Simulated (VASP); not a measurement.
# KCl (Fm-3m) in VASP: notebook, part 2 of 2

VASP 6.6.1.

## 4. Single point, PBE

This run uses another cell than the first one, of 32.58 Å³/atom, 1.015 times its volume.

Contents of INCAR:

```
ALGO     = Normal         # electronic algorithm
EDIFF    = 1E-6           # SCF threshold, eV
ENCUT    = 500            # plane-wave cutoff, eV
GGA      = PE             # functional
GGA_COMPAT= F            
ISIF     = 2              # what is computed and relaxed
ISMEAR   = -1             # smearing method
LASPH    = T              # aspherical terms in the spheres
LCHARG   = F              # write CHGCAR
LREAL    = F              # projectors in reciprocal space
LWAVE    = F              # write WAVECAR
NBANDS   = 15             # bands
NELM     = 120            # most SCF steps
PREC     = Accurate       # precision mode
SIGMA    = 0.02           # smearing width, eV
```

Contents of KPOINTS:

```
k-points
0
Gamma
  6 6 6
```

Contents of POSCAR:

```
KCl
1.0
    0.0000000000      3.1939197849      3.1939197849
    3.1939197849      0.0000000000      3.1939197849
    3.1939197849      3.1939197849      0.0000000000
K Cl
1 1
Direct
    0.0000000000      0.0000000000      0.0000000000
    0.5000000000      0.5000000000      0.5000000000
```

Potentials or basis: VASP PAW PBE potentials, release 64 (K_sv, Cl).

Launch:

```
$ cat potpaw_PBE.64/K_sv/POTCAR potpaw_PBE.64/Cl/POTCAR > POTCAR
$ mpirun -np 1 vasp_std > vasp.out
```

OUTCAR:

```text
EDIFF = 1E-6
   ENCUT = 500
   GGA = PE
   ISIF = 2
   ISMEAR = -1
   LASPH = T
   LREAL = F
   NELM = 120
   PREC = Accurate

 ion  position               nearest neighbor table
   1  0.000  0.000  0.000-   2 3.19   2 3.19   2 3.19   2 3.19   2 3.19   2 3.19
   2  0.500  0.500  0.500-   1 3.19   1 3.19   1 3.19   1 3.19   1 3.19   1 3.19

  LATTYP: Found a face centered cubic cell.
 ALAT       =     6.3878395698

  Lattice vectors:

 A1 = (   0.0000000000,   3.1939197849,   3.1939197849)
 A2 = (   3.1939197849,   0.0000000000,   3.1939197849)
 A3 = (   3.1939197849,   3.1939197849,   0.0000000000)

Analysis of symmetry for initial positions (statically):
=====================================================================
 Subroutine PRICEL returns:
 Original cell was already a primitive cell.

 Routine SETGRP: Setting up the symmetry group for a
 face centered cubic supercell.

 Subroutine GETGRP returns: Found 48 space group operations
 (whereof 48 operations were pure point group operations)
 out of a pool of 48 trial point group operations.

The static configuration has the point symmetry O_h .

Analysis of symmetry for dynamics (positions and initial velocities):
=====================================================================
 Subroutine PRICEL returns:
 Original cell was already a primitive cell.

 Routine SETGRP: Setting up the symmetry group for a
 face centered cubic supercell.

 Subroutine GETGRP returns: Found 48 space group operations
 (whereof 48 operations were pure point group operations)
 out of a pool of 48 trial point group operations.

The dynamic configuration has the point symmetry O_h .

 Subroutine INISYM returns: Found 48 space group operations
 (whereof 48 operations are pure point group operations),
 and found     1 'primitive' translations

[... 110 lines left out ...]
   GGA     = PE    functional components
   LHFCALC =     F    Hartree Fock is set to
   AEXX    =    0.0000 exact exchange contribution
   IVDW    =     0    specifies the selected vdW correction
   LEPSILON=     F    determine dielectric tensor
   LRPA    =     F    only Hartree local field effects (RPA)
 non-spin polarized calculation
  energy-cutoff  :      500.00
  volume of cell :       65.16
 maximum number of plane-waves:      1676
 NGX is ok and might be reduce to    36
   NGX = 17   NGY = 17   NGZ = 17

 number of electron      15.9999998 magnetization

 Free energy of the ion-electron system (eV)
  ---------------------------------------------------
  ext. energy  EPLUGINS =         0.00000000
  ---------------------------------------------------
  free energy    TOTEN  =        -6.81084726 eV

  energy without entropy =       -6.81084726  energy(sigma->0) =       -6.81084726

 E-fermi :  -1.5436     XC(G=0):  -7.3576

 val. band max:       -2.0144007809   @ k =   0.0000   0.0000   0.0000
 cond. band min:       3.0208069876   @ k =   0.0000   0.0000   0.0000
 fundamental gap:      5.0352077685
 Fermi energy:        -1.5435934212

 k-point     1 :       0.0000    0.0000    0.0000
  band No.  band energies     occupation
      1     -29.3247      2.00000
      2     -14.0839      2.00000
      3     -12.7843      2.00000
      4     -12.7843      2.00000
      5     -12.7843      2.00000
      6      -2.0144      2.00000
      7      -2.0144      2.00000
      8      -2.0144      2.00000
      9       3.0208      0.00000
     10       6.3370      0.00000
     11       6.3370      0.00000
     12       6.3370      0.00000
     13       7.1891      0.00000
     14       7.1891      0.00000
[... 257 lines left out ...]
      2     -14.0615      2.00000
      3     -12.8846      2.00000
      4     -12.8488      2.00000
      5     -12.7340      2.00000
      6      -2.5583      2.00000
      7      -2.4040      2.00000
      8      -2.3546      2.00000
      9       5.2252      0.00000
     10       6.7732      0.00000
     11       6.8467      0.00000
     12       7.9649      0.00000
     13       8.7807      0.00000
     14       9.5117      0.00000
     15      10.0276      0.00000

------------------------ aborting loop because EDIFF is reached ----------------------------------------

  FORCE on cell =-STRESS in cart. coord.  units (eV):
  Direction    XX          YY          ZZ          XY          YZ          ZX
  --------------------------------------------------------------------------------------
  -------------------------------------------------------------------------------------
  Total       -0.0156373     -0.0156373     -0.0156373     -0.0000000      0.0000000     -0.0000000
  in kB       -0.3844766     -0.3844766     -0.3844766     -0.0000000      0.0000000     -0.0000000
  external PRESSURE =      -0.3844766 kB  Pullay stress =       0.0000000 kB

 VOLUME and BASIS-vectors are now :
 -----------------------------------------------------------------------------
  energy-cutoff  :      500.00
  volume of cell :       65.16
      direct lattice vectors                 reciprocal lattice vectors
     0.000000000  3.193919785  3.193919785    -0.156547451  0.156547451  0.156547451
     3.193919785  0.000000000  3.193919785     0.156547451 -0.156547451  0.156547451
     3.193919785  3.193919785  0.000000000     0.156547451  0.156547451 -0.156547451

 POSITION                                       TOTAL-FORCE (eV/Angst)
 -----------------------------------------------------------------------------------
      0.00000      0.00000      0.00000        -0.000000     -0.000000     -0.000000
      3.19392      3.19392      3.19392         0.000000      0.000000      0.000000
 -----------------------------------------------------------------------------------
    total drift:                                0.000000      0.000000      0.000000

  FREE ENERGIE OF THE ION-ELECTRON SYSTEM (eV)
  ---------------------------------------------------
  free  energy   TOTEN  =        -6.8108472615 eV

  energy  without entropy=       -6.8108472615  energy(sigma->0) =       -6.81084726
```

OSZICAR:

```text
N       E                     dE             d eps       ncg     rms          rms(c)
DAV:   1     0.103098451414E+03    0.10310E+03   -0.69153E+03   480   0.921E+02
DAV:   2    -0.593369178559E+00   -0.10369E+03   -0.95491E+02   636   0.231E+02
DAV:   3    -0.690919083925E+01   -0.63158E+01   -0.62850E+01   655   0.515E+01
DAV:   4    -0.711355106609E+01   -0.20436E+00   -0.20431E+00   750   0.856E+00
DAV:   5    -0.711547534415E+01   -0.19243E-02   -0.19242E-02   648   0.879E-01    0.315E+00
DAV:   6    -0.681312254443E+01    0.30235E+00   -0.43792E-01   606   0.326E+00    0.256E+00
DAV:   7    -0.679685021765E+01    0.16272E-01   -0.10456E-01   655   0.179E+00    0.150E+00
DAV:   8    -0.680938923468E+01   -0.12539E-01   -0.16476E-02   614   0.948E-01    0.175E-01
DAV:   9    -0.681025145024E+01   -0.86222E-03   -0.11368E-03   613   0.208E-01    0.996E-02
DAV:  10    -0.681083961848E+01   -0.58817E-03   -0.63179E-04   515   0.158E-01    0.225E-02
DAV:  11    -0.681084338184E+01   -0.37634E-05   -0.24975E-05   659   0.263E-02    0.456E-03
DAV:  12    -0.681084682369E+01   -0.34419E-05   -0.36657E-06   528   0.134E-02    0.430E-03
DAV:  13    -0.681084726152E+01   -0.43783E-06   -0.67869E-07   494   0.479E-03
   1 F= -.68108473E+01 E0= -.68108473E+01  d E =-.107114E-11
```

stdout:

```text
POSCAR found type information on POSCAR K Cl
 POSCAR found :  2 types and       2 ions
 scaLAPACK will be used
 LDA part: xc-table for (Slater+PW92), standard interpolation
 POSCAR, INCAR and KPOINTS ok, starting setup
 FFT: planning ... GRIDC
 FFT: planning ... GRID_SOFT
 FFT: planning ... GRID
 WAVECAR not read
 entering main loop
```

Wall time 39 s (1 thread of Intel Xeon 8259CL, shared host); peak memory 0.2 GiB.

What came out:

```
Free energy            : -6.8108 eV
Pressure               : 0.0 GPa
Band gap on the k mesh : 5.04 eV, direct
```

As with any semilocal functional, this PBE gap is likely too small.

## 5. Single point, PBE

This run uses another cell than the first one, of 33.07 Å³/atom, 1.030 times its volume.

Contents of INCAR:

```
SYSTEM = KCl
ALGO     = Normal         ! electronic algorithm
EDIFF    = 1E-6           ! SCF threshold, eV
ENCUT    = 500            ! plane-wave cutoff, eV
GGA      = PE             ! functional
GGA_COMPAT= .FALSE.      
ISIF     = 2              ! what is computed and relaxed
ISMEAR   = -1             ! smearing method
LASPH    = .TRUE.         ! aspherical terms in the spheres
LCHARG   = .TRUE.         ! write CHGCAR
LELF     = .TRUE.         ! ELF
LREAL    = .FALSE.        ! projectors in reciprocal space
LVHAR    = .TRUE.       
LWAVE    = .FALSE.        ! write WAVECAR
NBANDS   = 15             ! bands
NELM     = 120            ! most SCF steps
PREC     = Accurate       ! precision mode
SIGMA    = 0.02           ! smearing width, eV
```

Contents of KPOINTS:

```
k-points
0
G
  6 6 6
  0 0 0
```

Contents of POSCAR:

```
KCl
1.0
    0.0000000000      3.2098101947      3.2098101947
    3.2098101947      0.0000000000      3.2098101947
    3.2098101947      3.2098101947      0.0000000000
K Cl
1 1
Direct
    0.0000000000      0.0000000000      0.0000000000
    0.5000000000      0.5000000000      0.5000000000
```

Launch:

```
$ cat potpaw_PBE.64/K_sv/POTCAR potpaw_PBE.64/Cl/POTCAR > POTCAR
$ mpirun -np 1 vasp_std > vasp.out
```

Run time: 42 s. Hardware: 1 thread of Intel Xeon 8259CL, shared host; peak memory 0.2 GiB.

It converged, with:

```
Free energy            : -6.8102 eV
Pressure               : -0.3 GPa
Band gap on the k mesh : 4.99 eV, direct
```

Levels at points of the mesh, in eV from the valence-band top:
| k point | band 4 | band 5 | band 6 | band 7 | band 8 | band 9 | band 10 | band 11 | band 12 | band 13 |
| --- | --- | --- | --- | --- | --- | --- | --- | --- | --- | --- |
| (0.00, 0.00, 0.00) | -10.81 | -10.81 | 0.00 | 0.00 | 0.00 | 4.99 | 8.34 | 8.34 | 8.34 | 9.18 |
| (0.50, 0.00, 0.00) | -10.82 | -10.60 | -0.95 | -0.28 | -0.28 | 7.41 | 8.36 | 10.33 | 10.33 | 11.19 |
| (0.50, 0.50, 0.00) | -10.85 | -10.85 | -0.62 | -0.21 | -0.21 | 6.57 | 8.08 | 9.72 | 10.12 | 10.38 |

## 6. Overview

| cell | gap on the mesh (eV) | pressure (GPa) |
| --- | --- | --- |
| a = 4.494 Å, angles 60.0°, 2 atoms | 5.09 | 0.2 |
| a = 4.517 Å, angles 60.0°, 2 atoms | 5.04 | 0.0 |
| a = 4.539 Å, angles 60.0°, 2 atoms | 4.99 | -0.3 |

Alike in all rows: task single point; level PBE; potentials or basis VASP PAW PBE potentials, release 64 (K_sv, Cl); no spin polarisation; k mesh 6 × 6 × 6; cutoff (eV) 500; smearing fermi-dirac 0.02 eV.

Total energies depend on the potentials used, so only differences within one code and one set of settings carry meaning.
